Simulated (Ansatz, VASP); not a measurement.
One calculation of Pb, two programs

File INCAR:

```
  PREC = Accurate
  ENCUT = 520
  EDIFF = 1E-6
  ISMEAR = -1
  SIGMA = 0.1
  LREAL = F
  LASPH = T
  NELM = 60
  ALGO = Normal
  ISIF = 2
  LWAVE = F
  LCHARG = T
  GGA = PE
  LELF = T
  LVHAR = T
  NBANDS = 28
```

File KPOINTS:

```
Automatic mesh
0
Gamma
  7 7 10
```

The input POSCAR:

```
Pb
1.0
    5.6953065649      0.0000000000      0.0000000000
   -2.8476532825      4.9322801676      0.0000000000
    0.0000000000      0.0000000000      3.4417650980
Pb
3
Direct
    0.0000000000      0.0000000000      0.0000000000
    0.3333333333      0.6666666667      0.5000000000
    0.6666666667      0.3333333333      0.5000000000
```

Input for Ansatz:

```yaml
crystal:
  lattice:
    - [5.6953065649, 0.0, 0.0]
    - [-2.8476532825, 4.9322801676, 0.0]
    - [0.0, 0.0, 3.441765098]
  atoms:
    - { symbol: Pb, position: [0.0, 0.0, 0.0] }
    - { symbol: Pb, position: [0.3333333333, 0.6666666667, 0.5] }
    - { symbol: Pb, position: [0.6666666667, 0.3333333333, 0.5] }
hamiltonian:
  xc: pbe
  pseudopotentials:
    kind: paw
    azcp:
      Pb: "pseudopotentials/Pb.paw.azcp"
basis:
  ecutwfc: 420
  fft_grid_basis: typed
kpoints:
  mp_grid: { grid: [7, 7, 10], shift: [0, 0, 0] }
magnetization:
  spin_polarized: false
scf:
  occupations: { method: fermi_dirac, width: 0.1 }
  lower_state_search: "off"
output:
  stress: true
```

Alike in both runs: task single point; functional PBE; k mesh 7 × 7 × 10; occupations fermi-dirac, width 0.1 eV; no spin polarisation.

```csv
,VASP,Ansatz
version,VASP 6.6.1,Ansatz 0.2.0
potentials or method,"VASP PAW PBE potentials, release 64 (Pb_d), cutoff 520 eV","plane waves (420 eV) with PAW, scalar-relativistic"
valence electrons in the cell,42,42
```

|  | VASP | Ansatz | Ansatz less VASP |
| --- | --- | --- | --- |
| pressure (GPa) | 0.0 | 0.1 | +0.08 |
| traceless stress, the component that is largest in VASP (GPa) | -0.49 | -0.48 | +0.005 |

Spin-orbit coupling is off throughout.
